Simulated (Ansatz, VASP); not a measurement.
# Two plane-wave programs on EuS

```
CELL_PARAMETERS angstrom
0.00000 2.97850 2.97850
2.97850 0.00000 2.97850
2.97850 2.97850 0.00000
ATOMIC_POSITIONS crystal
Eu 0.00000 0.00000 0.00000
S 0.50000 0.50000 0.50000
```

Alike in both runs: task relaxation of cell and atoms; functional PBEsol; dispersion D3(BJ); k mesh 8 × 8 × 8; occupations fermi-dirac, width 0.05 eV; collinear spin.

|  | VASP | Ansatz |
| --- | --- | --- |
| version | VASP 6.6.1 | Ansatz 0.2.0 |
| potentials or method | VASP PAW PBE potentials, release 64 (Eu, S) | Ansatz PAW |
| plane-wave cutoff (eV) | 600 | 420 |
| valence electrons in the cell | 23 | 23 |

|  | VASP | Ansatz | Ansatz less VASP |
| --- | --- | --- | --- |
| net moment per atom (μB) | 3.44 | 3.44 | +0.003 |
| size of the moment on the site where the two differ most (μB) | 6.51 | 6.61 | +0.104 |
| relaxed volume (Å³/atom) | 22.36 | 22.44 | +0.084 |
| relaxed length of the cell vector where the two differ most in proportion (Å) | 3.984 | 3.989 | +0.0050 |

VASP's potentials were made for PBE, not for PBEsol. Site moments also hang on the region over which each program counts them.

Spin-orbit coupling is off throughout. Noted on VASP's run: the volume moved by over 15 % at a fixed basis, so the end points are rough. Noted on Ansatz's run: the volume moved by over 15 % at a fixed basis, so the end points are rough; the plane-wave basis is chosen anew once the cell has moved, so the energies of steps on either side of that aren't comparable.
